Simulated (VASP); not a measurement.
A run of VASP 6.6.1 is set up as follows.

The input INCAR:

```
SYSTEM = C
PREC = Accurate ; ENCUT = 520
EDIFF = 1E-6 ; ISMEAR = 0
SIGMA = 0.05 ; LREAL = .False.
LASPH = .True. ; NELM = 60
ALGO = Normal ; ISIF = 2
LWAVE = .False. ; LCHARG = .False.
GGA = CA ; NBANDS = 36
```

Contents of KPOINTS:

```
regular mesh
0
Gamma
  12 12 2
  0 0 0
```

Contents of POSCAR:

```
C
1.0
    2.4921382545      0.0000000000      0.0000000000
   -1.2460691272      2.1582550381      0.0000000000
    0.0000000000      0.0000000000     11.6772000000
C
12
Direct
    0.0000000000      0.0000000000      0.1868599868
    0.0000000000      0.0000000000      0.6868599868
    0.0000000000      0.0000000000      0.3131400132
    0.0000000000      0.0000000000      0.8131400132
    0.3333333333      0.6666666667      0.5207718743
    0.6666666667      0.3333333333      0.0207718743
    0.3333333333      0.6666666667      0.9792281257
    0.6666666667      0.3333333333      0.4792281257
    0.3333333333      0.6666666667      0.6450609412
    0.6666666667      0.3333333333      0.1450609412
    0.3333333333      0.6666666667      0.8549390588
    0.6666666667      0.3333333333      0.3549390588
```

Potentials or basis: VASP PAW LDA potentials, release 64 (C).

The run is started by

```sh
$ cat potpaw_LDA.64/C/POTCAR > POTCAR
$ mpirun -np 1 vasp_std > vasp.out
```

Problem. Predict the largest force.

Solution. 0.635 eV/Å.

Problem. What does it give for the band gap on the k mesh?

Solution. 4.02 eV, indirect (least direct gap 4.91 eV).

Problem. Estimate the pressure.

Solution. 30.3 GPa.

Forces on the atoms (eV/Å):
```
C    0.000  0.000 -0.538
C    0.000  0.000 -0.538
C    0.000  0.000  0.538
C    0.000  0.000  0.538
C    0.000  0.000 -0.635
C    0.000  0.000 -0.635
C    0.000  0.000  0.635
C    0.000  0.000  0.635
C    0.000  0.000  0.451
C    0.000  0.000  0.451
C    0.000  0.000 -0.451
C    0.000  0.000 -0.451
```

A k mesh can miss the band edges.
